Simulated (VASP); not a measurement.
Runs of VASP 6.6.1 on AlN. The structure is that of space group P6_3mc (No. 186), or close to it. The cells are those of the table. 

| cell | gap on the mesh (eV) | pressure (GPa) | largest force (eV/Å) |
| --- | --- | --- | --- |
| a = 3.154, b = 3.154, c = 5.047 Å, angles 90.0, 90.0, 120.0°, 4 atoms | 3.88 | -4.2 | 0.10 |
| a = 3.049, b = 3.049, c = 4.879 Å, angles 90.0, 90.0, 120.0°, 4 atoms | 4.78 | 17.9 | (c) |
| a = 3.174, b = 3.174, c = 5.079 Å, angles 90.0, 90.0, 120.0°, 4 atoms | 3.72 | -7.5 | 0.09 |
| a = 3.092, b = 3.092, c = 4.948 Å, angles 90.0, 90.0, 120.0°, 4 atoms | (b) | 7.7 | 0.15 |
| a = 3.071, b = 3.071, c = 4.914 Å, angles 90.0, 90.0, 120.0°, 4 atoms | 4.59 | (a) | 0.16 |

Alike in all rows: task single point; level PBE; potentials or basis VASP PAW PBE potentials, release 64 (Al, N); no spin polarisation; k mesh 7 × 7 × 4; cutoff (eV) 600; smearing gaussian 0.01 eV.

Question: Fill in the values left out.

Answer: (a) 12.5; (b) 4.40; (c) 0.18.

